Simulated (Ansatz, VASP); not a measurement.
## HfMg3: VASP beside Ansatz

```
CELL_PARAMETERS angstrom
4.43519 0.00000 0.00000
0.00000 4.43519 0.00000
0.00000 0.00000 4.43519
ATOMIC_POSITIONS crystal
Hf 0.00000 0.00000 0.00000
Mg 0.00000 0.50000 0.50000
Mg 0.50000 0.50000 0.00000
Mg 0.50000 0.00000 0.50000
```

Alike in both runs: task single point; functional r2SCAN; k mesh 8 × 8 × 8; occupations gaussian, width 0.05 eV; no spin polarisation.

|  | VASP | Ansatz |
| --- | --- | --- |
| version | VASP 6.6.1 | Ansatz 0.2.0 |
| potentials or method | VASP PAW PBE potentials, release 64 (Hf_pv, Mg), cutoff 520 eV | scalar-relativistic, plane waves, PAW |
| valence electrons in the cell | 16 | 56 |

```csv
,VASP,Ansatz,Ansatz less VASP
gap on the k mesh at the Fermi level (eV),none,none,-
pressure (GPa),-1.0,-0.7,+0.32
```

VASP's potentials were made for PBE, not for r2SCAN. A gap of «none» marks a metal or a gap that the smearing closes. With one functional, cell and mesh, what is left measures potentials, basis and numerics. VASP's potentials hold 16 valence electrons a cell and Ansatz's 56, so a difference there can come from the potentials and not from the codes.

Neither program's run includes spin-orbit coupling.
